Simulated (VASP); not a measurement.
A run of VASP 6.6.1 is set up as follows.

The input INCAR:

```
SYSTEM = NiO
PREC     = Accurate       ! precision mode
ENCUT    = 520            ! plane-wave cutoff, eV
EDIFF    = 1E-7           ! SCF threshold, eV
ISMEAR   = -1             ! smearing method
SIGMA    = 0.05           ! smearing width, eV
LREAL    = .FALSE.        ! projectors in reciprocal space
LASPH    = .TRUE.         ! aspherical terms in the spheres
NELM     = 150            ! most SCF steps
ALGO     = Normal         ! electronic algorithm
ISIF     = 2              ! what is computed and relaxed
LWAVE    = .FALSE.        ! write WAVECAR
LCHARG   = .FALSE.        ! write CHGCAR
ISPIN    = 2              ! spin polarisation
MAGMOM   = 1 0            ! initial moments
LORBIT   = 11             ! projections on sites
LMAXMIX  = 4              ! l up to which the mixer works
LDAU     = .TRUE.         ! DFT+U
LDAUTYPE = 2            
LDAUL    = 2 -1           ! shell
LDAUU    = 5 0            ! U, eV
LDAUJ    = 0 0          
LDAUPRINT= 1            
GGA      = PE             ! functional
NBANDS   = 19             ! bands
```

The input KPOINTS:

```
Automatic mesh
0
G
  11 11 11
  0 0 0
```

The input POSCAR:

```
NiO
1.0
    0.0000000000      2.0913095100      2.0913095100
    2.0913095100      0.0000000000      2.0913095100
    2.0913095100      2.0913095100      0.0000000000
Ni O
1 1
Direct
    0.0000000000      0.0000000000      0.0000000000
    0.5000000000      0.5000000000      0.5000000000
```

Potentials or basis: VASP PAW PBE potentials, release 64 (Ni, O).

Run with:

```sh
$ cat potpaw_PBE.64/Ni/POTCAR potpaw_PBE.64/O/POTCAR > POTCAR
$ mpirun -np 1 vasp_std > vasp.out
```

Task: What does it give for the net moment?

Result: 2.00 μB per cell.

Task: What does it give for the pressure?

Result: 3.2 GPa.

Eigenvalues of the final occupation matrices:
```tsv
site	spin	trace	eigenvalues
site 1 d	1	5.00	0.98 0.98 0.98 1.03 1.03
site 1 d	2	3.24	0.15 0.15 0.98 0.98 0.98
```

Caveat: a cell with one magnetic atom can't hold antiferromagnetic order, which such compounds often take. The state reached can hang on the start; a lower one may exist.
